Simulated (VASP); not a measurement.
A run of VASP 6.6.1 is set up as follows.

File INCAR:

```
SYSTEM = Co
ALGO = Normal
EDIFF = 1E-6
ENCUT = 690
GGA = PE
GGA_COMPAT = .False.
ISIF = 2
ISMEAR = -1
LASPH = .True.
LCHARG = .False.
LREAL = .False.
LWAVE = .False.
NBANDS = 24
NELM = 120
PREC = Accurate
SIGMA = 0.1
```

Contents of KPOINTS:

```
k-points
0
Gamma
  2 2 2
  0 0 0
```

POSCAR

```
Co
1.0
    2.4583936733      0.0000000000      0.0000000000
   -1.2291968366      2.1290313736      0.0000000000
    0.0000000000      0.0000000000      3.9606917934
Co
2
Direct
    0.3333333333      0.6666666667      0.2500000000
    0.6666666667      0.3333333333      0.7500000000
```

Potentials or basis: VASP PAW PBE potentials, release 64 (Co_sv).

Launch:

```console
$ cat potpaw_PBE.64/Co_sv/POTCAR > POTCAR
$ mpirun -np 1 vasp_std > vasp.out
```

(1) What does it give for the band gap on the k mesh?

(2) Estimate the pressure.

Answers

(1) zero (bands 17 and 18 overlap by 0.37 eV).

(2) 13.3 GPa.

Caveat: the k points lie up to 1.48 Å⁻¹ apart, too coarse for converged energies, forces and pressures; the run has no spin polarisation, though such a crystal can be magnetic.
